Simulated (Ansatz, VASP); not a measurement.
Two plane-wave programs on GaP

```
CELL_PARAMETERS angstrom
0.00000 2.72541 2.72541
2.72541 0.00000 2.72541
2.72541 2.72541 0.00000
ATOMIC_POSITIONS crystal
Ga 0.00000 0.00000 0.00000
P 0.25000 0.25000 0.25000
```

Alike in both runs: task single point; functional r2SCAN; k mesh 2 × 2 × 2; no spin polarisation.

|  | VASP | Ansatz |
| --- | --- | --- |
| version | VASP 6.6.1 | Ansatz 0.2.0 |
| potentials or method | VASP PAW PBE potentials, release 64 (Ga_d, P) | plane waves |
| plane-wave cutoff (eV) | 520 | 500 |
| occupations | gaussian, width 0.01 eV | fixed |
| valence electrons in the cell | 18 | 18 |

Ansatz gave:

- gap on the k mesh at the Fermi level (eV): 1.68
- pressure (GPa): 7.1

Question: What did VASP give for the same quantities?

Answer: gap on the k mesh at the Fermi level (eV): 1.67; pressure (GPa): 7.0.

VASP's potentials were made for PBE, not for r2SCAN.

The k mesh is coarse, so the values compare programs but aren't converged.
